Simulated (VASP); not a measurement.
Set up this calculation in VASP 6.6.1, as the native input.

| Item | Value |
| --- | --- |
| Task | G0W0 quasiparticle levels |
| Functional | PBE |
| Potentials or basis | VASP PAW PBE potentials, release 64 (Si_GW) |
| Cutoff | 500 eV |
| k mesh | 4 × 4 × 4 |
| Occupations | gaussian, width 0.01 eV |
| Spin | no spin polarisation |
| Dipole correction | no |
| GW scheme | G0W0 |
| GW iterations | 1 |
| Cutoff of the response function | 150 |
| Frequency points | 48 |
| Empty bands | 165 |
| Further INCAR settings | ALGO = EVGW0; EDIFF = 1e-08; NBANDS = 169 |

Crystal: Si.

```
Si
1.0
     0.02589    2.72078    2.72078
     2.72078    0.02589    2.72078
     2.72078    2.72078    0.02589
Si
2
Direct
  0.00061 0.00061 0.00061
  0.24939 0.24939 0.24939
```

One way to write it, as run:

POSCAR

```
Si
1.0
    0.0258862294      2.7207839361      2.7207839361
    2.7207839361      0.0258862294      2.7207839361
    2.7207839361      2.7207839361      0.0258862294
Si
2
Direct
    0.0006120971      0.0006120971      0.0006120971
    0.2493879029      0.2493879029      0.2493879029
```

INCAR.step1

```
  PREC = Accurate
  ENCUT = 500
  EDIFF = 1E-8
  ISMEAR = 0
  SIGMA = 0.01
  LREAL = F
  LASPH = T
  NELM = 60
  ALGO = Normal
  LWAVE = T
  LCHARG = F
  GGA = PE
```

INCAR.step2

```
  PREC = Accurate
  ENCUT = 500
  EDIFF = 1E-8
  ISMEAR = 0
  SIGMA = 0.01
  LREAL = F
  LASPH = T
  NELM = 1
  ALGO = Exact
  LWAVE = T
  LCHARG = F
  GGA = PE
  NBANDS = 169
  LOPTICS = T
  ISTART = 1
```

INCAR.step3

```
  PREC = Accurate
  ENCUT = 500
  EDIFF = 1E-8
  ISMEAR = 0
  SIGMA = 0.01
  LREAL = F
  LASPH = T
  ALGO = EVGW0
  LWAVE = F
  LCHARG = F
  GGA = PE
  NELMGW = 1
  NBANDS = 169
  ENCUTGW = 150.0
  NOMEGA = 48
  PRECFOCK = Fast
  ISTART = 1
  NBANDSGW = 12
```

KPOINTS

```
regular mesh
0
Gamma
  4 4 4
```

Potentials or basis: VASP PAW PBE potentials, release 64 (Si_GW).

Run with:

```bash
$ cat potpaw_PBE.64/Si_GW/POTCAR > POTCAR
$ cp INCAR.step1 INCAR
$ mpirun -np 1 vasp_std > vasp.out
$ cp INCAR.step2 INCAR
$ mpirun -np 1 vasp_std > vasp.out
$ cp INCAR.step3 INCAR
$ mpirun -np 1 vasp_std > vasp.out
```

Results of the run:

```json
{
 "Quasiparticle gap": "1.06 eV",
 "Least direct quasiparticle gap": "3.01 eV",
 "Band gap of the starting levels on the mesh": "0.56 eV",
 "Least direct gap of the starting levels on the mesh": "2.37 eV"
}
```

Caveat: the k points lie up to 0.50 Å⁻¹ apart; bands, screening cutoff and mesh are small and nothing is extrapolated, so the quasiparticle values aren't converged.

It took 4.8 min on 1 thread of Intel Xeon 8259CL (shared host), peak memory 0.45 GiB.
